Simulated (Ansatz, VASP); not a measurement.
Ge in VASP and in Ansatz

The input INCAR:

```
SYSTEM = Ge
PREC = Accurate
ENCUT = 600
EDIFF = 1E-7
ISMEAR = 0
SIGMA = 0.1
LREAL = .False.
LASPH = .True.
NELM = 100
ALGO = Normal
ISIF = 3
LWAVE = .False.
LCHARG = .False.
GGA = PS
IBRION = 2
NSW = 100
EDIFFG = -0.01
```

File KPOINTS:

```
regular mesh
0
Gamma
  12 12 16
  0 0 0
```

POSCAR

```
Ge
1.0
    4.7890679370      0.0000000000      0.0000000000
   -2.3945339685      4.1474544939      0.0000000000
    0.0000000000      0.0000000000      2.7716348438
Ge
3
Direct
    0.0000000000      0.0000000000      0.0000000000
    0.3333333333      0.6666666667      0.5000000000
    0.6666666667      0.3333333333      0.5000000000
```

Input for Ansatz:

```yaml
crystal:
  lattice:
    - [4.789067937, 0.0, 0.0]
    - [-2.3945339685, 4.1474544939, 0.0]
    - [0.0, 0.0, 2.7716348438]
  atoms:
    - { symbol: Ge, position: [0.0, 0.0, 0.0] }
    - { symbol: Ge, position: [0.3333333333, 0.6666666667, 0.5] }
    - { symbol: Ge, position: [0.6666666667, 0.3333333333, 0.5] }
basis:
  ecutwfc: 420
kpoints:
  mp_grid: { grid: [12, 12, 16] }
hamiltonian:
  xc: pbesol
scf:
  occupations: { method: gaussian, width: 0.1 }
output:
  forces: true
  stress: true
  eigenvalues: true
relax:
  adjacent_minimum: "off"
  f_tol: 0.01
  max_steps: 80
  cell: { stress_tol: 0.05 }
```

Alike in both runs: task relaxation of cell and atoms; functional PBEsol; k mesh 12 × 12 × 16; occupations gaussian, width 0.1 eV; no spin polarisation.

|  | VASP | Ansatz |
| --- | --- | --- |
| version | VASP 6.6.1 | Ansatz 0.2.0 |
| potentials or method | VASP PAW PBE potentials, release 64 (Ge_d), cutoff 600 eV | scalar-relativistic, plane waves, PAW |
| valence electrons in the cell | 42 | 42 |

|  | VASP | Ansatz | Ansatz less VASP |
| --- | --- | --- | --- |
| gap on the k mesh at the Fermi level, each at its own relaxed structure (eV) | none | none | - |
| relaxed volume (Å³/atom) | 18.38 | 18.37 | -0.006 |
| relaxed cell length with the largest relative difference (Å) | 2.773 | 2.772 | -0.0005 |

VASP's potentials were made for PBE, not for PBEsol. A gap of «none» marks a metal or a gap that the smearing closes.
